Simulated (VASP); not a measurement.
Here is a VASP 6.6.1 calculation.

Contents of INCAR:

```
SYSTEM = SiC
PREC = Accurate
ENCUT = 520
EDIFF = 1E-7
ISMEAR = 0
SIGMA = 0.01
LREAL = .False.
LASPH = .True.
NELM = 60
ALGO = Normal
ISIF = 2
LWAVE = .False.
LCHARG = .False.
GGA = CA
NBANDS = 11
```

The input KPOINTS:

```
regular mesh
0
Gamma
  8 8 8
  0 0 0
```

File POSCAR:

```
SiC
1.0
    0.0000000000      2.1107906156      2.1107906156
    2.1107906156      0.0000000000      2.1107906156
    2.1107906156      2.1107906156      0.0000000000
Si C
1 1
Direct
    0.0000000000      0.0000000000      0.0000000000
    0.7500000000      0.7500000000      0.7500000000
```

Potentials or basis: VASP PAW LDA potentials, release 64 (Si, C).

Launch:

```console
$ cat potpaw_LDA.64/Si/POTCAR potpaw_LDA.64/C/POTCAR > POTCAR
$ mpirun -np 1 vasp_std > vasp.out
```

Task: Estimate the pressure.

Result: 20.5 GPa.

Task: What does it give for the band gap on the k mesh?

Result: 1.22 eV, indirect (least direct gap 4.59 eV).

A k mesh can miss the band edges. Expect the measured gap to be larger: semilocal functionals such as LDA lack the derivative discontinuity.
